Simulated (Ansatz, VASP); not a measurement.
# Si: VASP beside Ansatz

File INCAR:

```
SYSTEM = Si
PREC = Accurate
ENCUT = 520
EDIFF = 1E-6
ISMEAR = 0
SIGMA = 0.15
LREAL = .False.
LASPH = .True.
NELM = 60
ALGO = Normal
ISIF = 2
LWAVE = .False.
LCHARG = .False.
GGA = CA
NBANDS = 26
```

File KPOINTS:

```
Automatic mesh
0
Gamma
  10 10 8
  0 0 0
```

Contents of POSCAR:

```
Si
1.0
    4.5521371177     -2.4347064048      0.0000000000
    4.5521371177      2.4347064048      0.0000000000
    0.0000000000      0.0000000000      5.1944571589
Si
8
Direct
    0.5000000000      0.5000000000      0.7705063100
    0.5000000000      0.5000000000      0.2294936900
    1.0000000000      0.0000000000      0.2705063100
    0.0000000000      1.0000000000      0.7294936900
    0.7262158274      0.7262158274      0.5000000000
    0.2262158274      0.2262158274      0.0000000000
    0.2737841726      0.2737841726      0.5000000000
    0.7737841726      0.7737841726      0.0000000000
```

Input for Ansatz:

```yaml
crystal:
  lattice:
    - [4.5521371177, -2.4347064048, 0.0]
    - [4.5521371177, 2.4347064048, 0.0]
    - [0.0, 0.0, 5.1944571589]
  atoms:
    - { symbol: Si, position: [0.5, 0.5, 0.77050631] }
    - { symbol: Si, position: [0.5, 0.5, 0.22949369] }
    - { symbol: Si, position: [1.0, 0.0, 0.27050631] }
    - { symbol: Si, position: [0.0, 1.0, 0.72949369] }
    - { symbol: Si, position: [0.7262158274, 0.7262158274, 0.5] }
    - { symbol: Si, position: [0.2262158274, 0.2262158274, 0.0] }
    - { symbol: Si, position: [0.2737841726, 0.2737841726, 0.5] }
    - { symbol: Si, position: [0.7737841726, 0.7737841726, 0.0] }
basis:
  ecutwfc: 420
kpoints:
  mp_grid: { grid: [10, 10, 8] }
hamiltonian:
  xc: lda
scf:
  occupations: { method: gaussian, width: 0.15 }
output:
  forces: true
  stress: true
  eigenvalues: true
```

Change from the starting cell: strain +0.000 along x and y, -0.025 along z, atoms carried along.

Alike in both runs: task single point; functional LDA; k mesh 10 × 10 × 8; occupations gaussian, width 0.15 eV; no spin polarisation.

|  | VASP | Ansatz |
| --- | --- | --- |
| version | VASP 6.6.1 | Ansatz 0.2.0 |
| potentials or method | VASP PAW LDA potentials, release 64 (Si), cutoff 520 eV | scalar-relativistic, plane waves, PAW |
| valence electrons in the cell | 32 | 32 |

|  | VASP | Ansatz | Ansatz less VASP |
| --- | --- | --- | --- |
| gap on the k mesh at the Fermi level (eV) | none | none | - |
| pressure (GPa) | 3.2 | 3.1 | -0.09 |
| traceless stress, the component that is largest in VASP (GPa) | 2.58 | 2.59 | +0.005 |
| rms of the force components (eV/Å) | 0.054 | 0.054 | +0.0002 |

LDA's correlation is that of Perdew and Zunger in VASP and of Perdew and Wang (1992) in Ansatz. Atom by atom the forces differ by 0.000 eV/Å (rms over components). A gap of «none» marks a metal or a gap that the smearing closes.
